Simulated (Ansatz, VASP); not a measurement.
**One calculation of GdYF, two programs**

```
Y Gd F
1.0
     3.97056    0.00000    0.00000
     0.00000    3.97056    0.00000
     0.00000    0.00000    7.91142
Y Gd F
2 2 2
Direct
  0.00000 0.00000 0.75000
  0.00000 0.00000 0.25000
  0.50000 0.50000 0.00000
  0.50000 0.50000 0.50000
  0.50000 0.00000 0.50000
  0.00000 0.50000 0.00000
```

Change from the starting cell: species swapped into the CaNiN type (P4_2/mmc, No. 131).

Alike in both runs: task single point; functional PBE; k mesh 4 × 4 × 2; occupations gaussian, width 0.1 eV; collinear spin.

|  | VASP | Ansatz |
| --- | --- | --- |
| version | VASP 6.6.1 | Ansatz 0.2.0 |
| potentials or method | VASP PAW PBE potentials, release 64 (Y_sv, Gd, F), cutoff 520 eV | scalar-relativistic, plane waves, PAW |
| valence electrons in the cell | 72 | 72 |

```tsv
	VASP	Ansatz	Ansatz less VASP
gap on the k mesh at the Fermi level (eV)	none	none	-
pressure (GPa)	25.1	24.8	-0.22
traceless stress, the component that is largest in VASP (GPa)	-17.97	-17.57	+0.401
net moment per atom (μB)	2.54	2.54	-0.001
size of the moment on the site where the two differ most (μB)	6.89	6.63	-0.264
```

Site moments also hang on the region over which each program counts them. A gap of «none» marks a metal or a gap that the smearing closes.

The k mesh is coarse, so the values compare programs but aren't converged. Spin-orbit coupling is off throughout.
